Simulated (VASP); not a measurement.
A run of VASP 6.6.1 is set up as follows.

File INCAR:

```
SYSTEM = CuO
  PREC = Accurate
  ENCUT = 820
  EDIFF = 1E-6
  ISMEAR = -1
  SIGMA = 0.05
  LREAL = .False.
  LASPH = .True.
  NELM = 120
  ALGO = Normal
  ISIF = 2
  LWAVE = .False.
  LCHARG = .False.
  GGA = B5
  ALDAX = 1.0
  AGGAX = 1.0
  AGGAC = 1.0
  ALDAC = 0.0
  NBANDS = 33
  GGA_COMPAT = .False.
```

Contents of KPOINTS:

```
Automatic mesh
0
Gamma
  10 10 5
  0 0 0
```

File POSCAR:

```
CuO
1.0
    2.3601776944     -1.7247471694      0.0000000000
    2.3601776944      1.7247471694      0.0000000000
   -0.8662490821      0.0000000000      5.0929466782
Cu O
2 2
Direct
    0.0032000000      0.4968000000      0.0000000000
    0.4968000000      0.0032000000      0.5000000000
    0.5714000000      0.4056000000      0.2537000000
    0.4056000000      0.5714000000      0.7537000000
```

Potentials or basis: VASP PAW PBE potentials, release 64 (Cu_sv_GW, O).

Launch:

```sh
$ cat potpaw_PBE.64/Cu_sv_GW/POTCAR potpaw_PBE.64/O/POTCAR > POTCAR
$ mpirun -np 1 vasp_std > vasp.out
```

Q: What does it give for the band gap on the k mesh?

A: Zero (bands 25 and 26 overlap by 0.59 eV).

Q: Estimate the pressure.

A: 8.1 GPa.

Q: Predict the largest force.

A: 0.752 eV/Å.

Forces on the atoms (eV/Å):
```
Cu  -0.624  0.343  0.242
Cu  -0.624 -0.343  0.242
O    0.624  0.303 -0.242
O    0.624 -0.303 -0.242
```

Caveat: the cell stands under pressure; the PAW data sets were made with another functional, which shifts forces and pressure a little; semilocal functionals often make such compounds metallic where correlation or magnetic order opens a gap, which also shifts bond lengths. With open d or f shells a metallic result of BLYP can be an artefact of self-interaction; +U or a hybrid may open a gap.
